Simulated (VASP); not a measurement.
Wanted: the native input for a VASP 6.6.1 run.

```yaml
Task: single point
Functional: PBE
Potentials_or_basis: VASP PAW PBE potentials, release 64 (W_sv)
Cutoff: 520 eV
k_mesh: 18 × 18 × 18
Occupations: fermi-dirac, width 0.05 eV
Spin: non-collinear spin, zero start, spin-orbit coupling
Starting_moments: "[[0.0, 0.0, 0.0]] μB"
Dipole_correction: no
Further_INCAR_settings: ALGO = Normal; EDIFF = 1e-06; NBANDS = 25
```

The structure of W lies in POSCAR:

```
W
1.0
   -1.5923869169      1.5923869169      1.5923869169
    1.5923869169     -1.5923869169      1.5923869169
    1.5923869169      1.5923869169     -1.5923869169
W
1
Direct
    0.0000000000      0.0000000000      0.0000000000
```

The input as run:

INCAR

```
SYSTEM = W
ALGO = Normal ; EDIFF = 1E-6
ENCUT = 520 ; GGA = PE
GGA_COMPAT = .FALSE. ; ISIF = 2
ISMEAR = -1 ; LASPH = .TRUE.
LCHARG = .FALSE. ; LMAXMIX = 4
LORBIT = 11 ; LORBMOM = .TRUE.
LREAL = .FALSE. ; LSORBIT = .TRUE.
LWAVE = .FALSE. ; MAGMOM = 0 0 0
NBANDS = 25 ; NELM = 150
PREC = Accurate ; SIGMA = 0.05
```

KPOINTS

```
k-points
0
G
  18 18 18
  0 0 0
```

Potentials or basis: VASP PAW PBE potentials, release 64 (W_sv).

Run with:

```sh
$ cat potpaw_PBE.64/W_sv/POTCAR > POTCAR
$ mpirun -np 1 vasp_ncl > vasp.out
```

It gave:

The pressure is 1.2 GPa. The net moment is 0.00 μB per cell. The valence electrons inside the program's atomic spheres are W 12.07.

Run time: 55 s on 1 thread of Intel(R) Xeon(R) 6975P-C (Granite Rapids) (shared host), peak memory 0.27 GiB.
